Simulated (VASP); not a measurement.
Ga, 3 atoms in the cell. The structure is hexagonal, space group P6/mmm (No. 191). Conventional cell: a = 4.728 Å, b = 4.728 Å, c = 3.023 Å, α = 90.00°, β = 90.00°, γ = 120.00°. Within 4.0 Å of Ga (site symmetry 6/mmm) lie 14 Ga at 3.02 to 3.12 Å. Within 3.6 Å of Ga (site symmetry -6m2) lie 11 Ga at 2.73 to 3.12 Å. This isn't the form of Ga at room conditions, which is orthorhombic.

* Program: VASP 6.6.1
* Task: single point
* Functional: PBEsol
* Potentials or basis: VASP PAW PBE potentials, release 64 (Ga_d)
* Cutoff: 520 eV
* k mesh: 9 × 9 × 12
* Occupations: fermi-dirac, width 0.1 eV
* Spin: no spin polarisation
* Dipole correction: no
* Further INCAR settings: ALGO = Normal; EDIFF = 1e-07; NBANDS = 26

Potentials or basis: VASP PAW PBE potentials, release 64 (Ga_d).

Run with:

```console
$ cat potpaw_PBE.64/Ga_d/POTCAR > POTCAR
$ mpirun -np 1 vasp_std > vasp.out
```

Hardware: 1 thread of Intel Xeon 6975P-C, with other jobs on the host.

Problem. How long does it take, and how much memory?

Solution. It took 100 s on 1 thread of Intel Xeon 6975P-C, on a shared host, peak memory 0.24 GiB. Counts: scf iterations 13, k points 84.
